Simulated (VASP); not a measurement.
Set up this calculation in VASP 6.6.1, as the native input.

```
Task                   : single point
Functional             : LDA
Potentials or basis    : VASP PAW LDA potentials, release 64 (Ga_d)
Cutoff                 : 520 eV
k mesh                 : 8 × 8 × 7
Occupations            : methfessel-paxton, width 0.3 eV
Spin                   : no spin polarisation
Dipole correction      : no
Further INCAR settings : ALGO = Normal; EDIFF = 1e-06; NBANDS = 34
```

The structure of Ga lies in POSCAR:

```
Ga
1.0
    2.2178908173     -3.7419137528      0.0000000000
    2.2178908173      3.7419137528      0.0000000000
    0.0000000000      0.0000000000      4.4249628129
Ga
4
Direct
    0.8443628362      0.1556371638      0.0859373133
    0.6556371638      0.3443628362      0.5859373133
    0.1556371638      0.8443628362      0.9140626867
    0.3443628362      0.6556371638      0.4140626867
```

One way to write it, as run:

INCAR

```
PREC = Accurate ; ENCUT = 520
EDIFF = 1E-6 ; ISMEAR = 1
SIGMA = 0.3 ; LREAL = F
LASPH = T ; NELM = 80
ALGO = Normal ; ISIF = 2
LWAVE = F ; LCHARG = F
NBANDS = 34
```

KPOINTS

```
Automatic mesh
0
Gamma
  8 8 7
```

Potentials or basis: VASP PAW LDA potentials, release 64 (Ga_d).

The run is started by

```bash
$ cat potpaw_LDA.64/Ga_d/POTCAR > POTCAR
$ mpirun -np 1 vasp_std > vasp.out
```

Results of the run:

| Property | Result |
| --- | --- |
| Pressure | 0.2 GPa |
| Largest force | 0.013 eV/Å |
| Band gap on the k mesh | zero (bands 26 and 27 overlap by 1.05 eV) |

Caveat: so wide a smearing shifts energies and pressures.

It took 3.3 min on 1 thread of Intel Xeon 8259CL, on a shared host, peak memory 0.26 GiB.
